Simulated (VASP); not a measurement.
Crystal: NiO.

```
Ni O
1.0
     0.00000    2.25269    2.25269
     2.25269    0.00000    2.25269
     2.25269    2.25269    0.00000
Ni O
1 1
Direct
  0.00000 0.00000 0.00000
  0.25000 0.25000 0.25000
```

Base run:

| Property | Result |
| --- | --- |
| Program | VASP 6.6.1 |
| Functional | PBE |
| Potentials or basis | VASP PAW PBE potentials, release 64 (Ni_sv_GW, O) |
| Cutoff | 600 eV |
| k mesh | 10 × 10 × 10 |
| Occupations | fermi-dirac, width 0.05 eV |
| Spin | collinear spin, ferromagnetic start |
| Starting moments | [1.0, 0.0] μB |

Its results: pressure -3.8 GPa; net moment 1.95 μB per cell; site moments Ni +1.54; O +0.36 μB.

Q: The run is repeated on the same cell with these changes: potentials or basis from VASP PAW PBE potentials, release 64 (Ni_sv_GW, O) to VASP PAW PBE potentials, release 64 (Ni, O); cutoff from 600 eV to 520 eV; further incar settings from ALGO = Normal; EDIFF = 1e-06; NBANDS = 23 to ALGO = Normal; EDIFF = 1e-06; NBANDS = 19; valence electrons from 24 to 16. What comes out?

A: Pressure -1.9 GPa; net moment 1.93 μB per cell; site moments Ni +1.51; O +0.36 μB.

Caveats: a cell with one magnetic atom can't hold antiferromagnetic order, which such compounds often take.
